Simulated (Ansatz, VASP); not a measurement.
# Zr3Si2 in VASP and in Ansatz

```
Zr Si
1.0
     7.20689    0.00000    0.00000
     0.00000    7.20689    0.00000
     0.00000    0.00000    3.71738
Zr Si
6 4
Direct
  0.17368 0.67368 0.50000
  0.82632 0.32632 0.50000
  0.32632 0.17368 0.50000
  0.67368 0.82632 0.50000
  0.00000 0.00000 0.00000
  0.50000 0.50000 0.00000
  0.62285 0.12285 0.00000
  0.37715 0.87715 0.00000
  0.87715 0.62285 0.00000
  0.12285 0.37715 0.00000
```

Change from the starting cell: equal strain along all axes, cell held, atoms relaxed: +2.0 %.

Alike in both runs: functional PBEsol; k mesh 6 × 6 × 10; occupations gaussian, width 0.1 eV; no spin polarisation.

Ansatz relaxed the structure, and its values are those at the end. VASP's run is a single point on that final structure, the one shown.

|  | VASP | Ansatz |
| --- | --- | --- |
| version | VASP 6.6.1 | Ansatz 0.2.0 |
| potentials or method | VASP PAW PBE potentials, release 64 (Zr_sv, Si), cutoff 520 eV | scalar-relativistic, plane waves, PAW |
| valence electrons in the cell | 88 | 88 |

|  | VASP | Ansatz | Ansatz less VASP |
| --- | --- | --- | --- |
| gap on the k mesh at the Fermi level (eV) | none | none | - |
| pressure (GPa) | -7.4 | -7.5 | -0.13 |
| rms of the force components (eV/Å) | 0.002 | 0.004 | +0.0015 |

VASP's potentials were made for PBE, not for PBEsol. A gap of «none» marks a metal or a gap that the smearing closes. Ansatz's warnings: stress scf threshold loose.
